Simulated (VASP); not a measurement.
# Ba (Im-3m) in VASP: notebook, part 2 of 2

VASP 6.6.1. Earlier steps stand in the parts before.

## (5) Single point, r2SCAN (volume scaled by 1.03)

POSCAR reads:

```
Ba
1.0
   -2.5590814567      2.5590814567      2.5590814567
    2.5590814567     -2.5590814567      2.5590814567
    2.5590814567      2.5590814567     -2.5590814567
Ba
1
Direct
    0.0000000000      0.0000000000      0.0000000000
```

INCAR.step1 reads:

```
SYSTEM = Ba
PREC = Accurate
ENCUT = 520
ISMEAR = 0
SIGMA = 0.1
LREAL = .FALSE.
LASPH = .TRUE.
NELM = 60
NBANDS = 11
GGA = PE
ALGO = Normal
EDIFF = 1E-4
LWAVE = .TRUE.
LCHARG = .FALSE.
```

INCAR.step2 reads:

```
SYSTEM = Ba
PREC = Accurate
ENCUT = 520
EDIFF = 1E-7
ISMEAR = 0
SIGMA = 0.1
LREAL = .FALSE.
LASPH = .TRUE.
NELM = 60
ALGO = Normal
ISIF = 2
LWAVE = .FALSE.
LCHARG = .FALSE.
METAGGA = R2SCAN
LMIXTAU = .TRUE.
NBANDS = 11
ISTART = 1
```

KPOINTS reads:

```
regular mesh
0
G
  12 12 12
  0 0 0
```

Potentials or basis: VASP PAW PBE potentials, release 64 (Ba_sv).

Run with:

```sh
$ cat potpaw_PBE.64/Ba_sv/POTCAR > POTCAR
$ cp INCAR.step1 INCAR
$ mpirun -np 1 vasp_std > vasp.out
$ cp INCAR.step2 INCAR
$ mpirun -np 1 vasp_std > vasp.out
```

OUTCAR:

```text
SYSTEM = Ba
   PREC = Accurate
   ENCUT = 520
   EDIFF = 1E-7
   ISMEAR = 0
   LREAL = .FALSE.
   LASPH = .TRUE.
   NELM = 60
   ISIF = 2
   METAGGA = R2SCAN
   ISTART = 1

 ion  position               nearest neighbor table
   1  0.000  0.000  0.000-

  LATTYP: Found a body centered cubic cell.
 ALAT       =     5.1181629134

  Lattice vectors:

 A1 = (  -2.5590814567,   2.5590814567,   2.5590814567)
 A2 = (   2.5590814567,  -2.5590814567,   2.5590814567)
 A3 = (   2.5590814567,   2.5590814567,  -2.5590814567)

Analysis of symmetry for initial positions (statically):
=====================================================================
 Subroutine PRICEL returns:
 Original cell was already a primitive cell.

 Routine SETGRP: Setting up the symmetry group for a
 body centered cubic supercell.

 Subroutine GETGRP returns: Found 48 space group operations
 (whereof 48 operations were pure point group operations)
 out of a pool of 48 trial point group operations.

The static configuration has the point symmetry O_h .

Analysis of symmetry for dynamics (positions and initial velocities):
[... 166 lines left out ...]
  band No.  band energies     occupation
      1     -28.5026      2.00000
      2     -13.0642      2.00000
      3     -13.0642      2.00000
      4     -13.0642      2.00000
      5      -1.3324      2.00000
      6       3.5881      0.00000
      7       3.5881      0.00000
      8       3.5881      0.00000
      9       4.8702      0.00000
     10       4.8702      0.00000
     11       8.6284      0.00000
[... 309 lines left out ...]
 k-point    24 :       0.4167    0.0833    0.0833
  band No.  band energies     occupation
      1     -28.4663      2.00000
      2     -13.4270      2.00000
      3     -13.2044      2.00000
      4     -13.0930      2.00000
      5       0.9504      2.00000
      6       2.2866      0.00000
      7       2.4214      0.00000
      8       5.0120      0.00000
      9       5.4529      0.00000
     10       7.0212      0.00000
     11       7.3680      0.00000

 [... further k-points ...]

------------------------ aborting loop because EDIFF is reached ----------------------------------------

  FORCE on cell =-STRESS in cart. coord.  units (eV):
  Direction    XX          YY          ZZ          XY          YZ          ZX
  --------------------------------------------------------------------------------------
  -------------------------------------------------------------------------------------
  Total       -0.0776905     -0.0776905     -0.0776905     -0.0000000      0.0000000      0.0000000
  in kB       -1.8568050     -1.8568050     -1.8568050     -0.0000000      0.0000000      0.0000000
  external PRESSURE =      -1.8568050 kB  Pullay stress =       0.0000000 kB

 VOLUME and BASIS-vectors are now :
 -----------------------------------------------------------------------------
  energy-cutoff  :      520.00
  volume of cell :       67.04
      direct lattice vectors                 reciprocal lattice vectors
    -2.559081457  2.559081457  2.559081457     0.000000000  0.195382604  0.195382604
     2.559081457 -2.559081457  2.559081457     0.195382604  0.000000000  0.195382604
     2.559081457  2.559081457 -2.559081457     0.195382604  0.195382604  0.000000000

 POSITION                                       TOTAL-FORCE (eV/Angst)
 -----------------------------------------------------------------------------------
      0.00000      0.00000      0.00000        -0.000000      0.000000      0.000000
 -----------------------------------------------------------------------------------
    total drift:                               -0.000000      0.000000      0.000000

  FREE ENERGIE OF THE ION-ELECTRON SYSTEM (eV)
  ---------------------------------------------------
  free  energy   TOTEN  =       -26.4354009910 eV

  energy  without entropy=      -26.4300519201  energy(sigma->0) =      -26.43272646
```

OSZICAR.step1:

```text
N       E                     dE             d eps       ncg     rms          rms(c)
DAV:   1     0.571673363812E+02    0.57167E+02   -0.41149E+03  1584   0.738E+02
DAV:   2     0.100509299179E+01   -0.56162E+02   -0.54682E+02  1900   0.136E+02
DAV:   3    -0.181939858924E+01   -0.28245E+01   -0.28062E+01  2015   0.327E+01
DAV:   4    -0.190275597129E+01   -0.83357E-01   -0.83220E-01  2133   0.511E+00
DAV:   5    -0.190446179189E+01   -0.17058E-02   -0.17056E-02  2099   0.586E-01    0.152E+00
DAV:   6    -0.190508600353E+01   -0.62421E-03   -0.33783E-03  1908   0.531E-01    0.907E-01
DAV:   7    -0.190619963555E+01   -0.11136E-02   -0.64158E-03  1817   0.854E-01    0.437E-02
DAV:   8    -0.190637483499E+01   -0.17520E-03   -0.31753E-04  2243   0.115E-01    0.312E-02
DAV:   9    -0.190638315198E+01   -0.83170E-05   -0.75162E-06  1008   0.261E-02
   1 F= -.19063832E+01 E0= -.19033723E+01  d E =-.602170E-02
```

Run time: 2.9 min. Hardware: 1 thread of Intel Xeon 6975P-C, shared host; peak memory 0.24 GiB.

What came out:

```
Free energy            : -26.4354 eV
Pressure               : -0.2 GPa
Band gap on the k mesh : zero (band 5 reaches 2.04 eV, above the bottom of band 6 at 0.99 eV)
```

Caveat: the PAW data sets were made with another functional, which shifts forces and pressure a little; spin-orbit coupling is left out, which moves the levels of the heavy elements.

## (6) The runs side by side

```csv
cell,gap on the mesh (eV),pressure (GPa)
"a = 4.299 Å, angles 109.5°, 1 atom",none,0.6
"a = 4.345 Å, angles 109.5°, 1 atom",none,0.3
"a = 4.389 Å, angles 109.5°, 1 atom",none,0.1
"a = 4.432 Å, angles 109.5°, 1 atom",none,-0.2
```

Alike in all rows: task single point; level r2SCAN; potentials or basis VASP PAW PBE potentials, release 64 (Ba_sv); no spin polarisation; k mesh 12 × 12 × 12; cutoff (eV) 520; smearing gaussian 0.1 eV.

Caveats: the PAW data sets were made with another functional, which shifts forces and pressure a little; spin-orbit coupling is left out, which moves the levels of the heavy elements.

Absolute energies hang on the potentials; compare differences alone.
